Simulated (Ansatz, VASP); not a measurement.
## One calculation of Ge4Pd, two programs

```
Ge Pd
1.0
     4.03384   -3.80305    0.00000
     4.03384    3.80305    0.00000
     0.00000    0.00000    3.12932
Ge Pd
4 1
Direct
  0.72177 0.27823 0.50000
  0.27823 0.72177 0.50000
  0.31506 0.31506 0.00000
  0.68494 0.68494 0.00000
  0.00000 0.00000 0.00000
```

Change from the starting cell: species swapped into the OsCl4 type (Cmmm, No. 65).

Alike in both runs: functional PBE; k mesh 4 × 4 × 6; occupations gaussian, width 0.1 eV; no spin polarisation.

Ansatz relaxed the structure, and its values are those at the end. VASP's run is a single point on that final structure, the one shown.

|  | VASP | Ansatz |
| --- | --- | --- |
| version | VASP 6.6.1 | Ansatz 0.2.0 |
| potentials or method | VASP PAW PBE potentials, release 64 (Ge_d, Pd), cutoff 520 eV | scalar-relativistic, plane waves, PAW |
| valence electrons in the cell | 66 | 74 |

VASP gave:

* gap on the k mesh at the Fermi level (eV): none
* pressure (GPa): 0.1
* rms of the force components (eV/Å): 0.005

Problem. What did Ansatz give for the same quantities?

Solution. gap on the k mesh at the Fermi level (eV): none; pressure (GPa): 0.0; rms of the force components (eV/Å): 0.004.

A gap of «none» marks a metal or a gap that the smearing closes. With one functional, cell and mesh, what is left measures potentials, basis and numerics. VASP's potentials hold 66 valence electrons a cell and Ansatz's 74, so a difference there can come from the potentials and not from the codes.
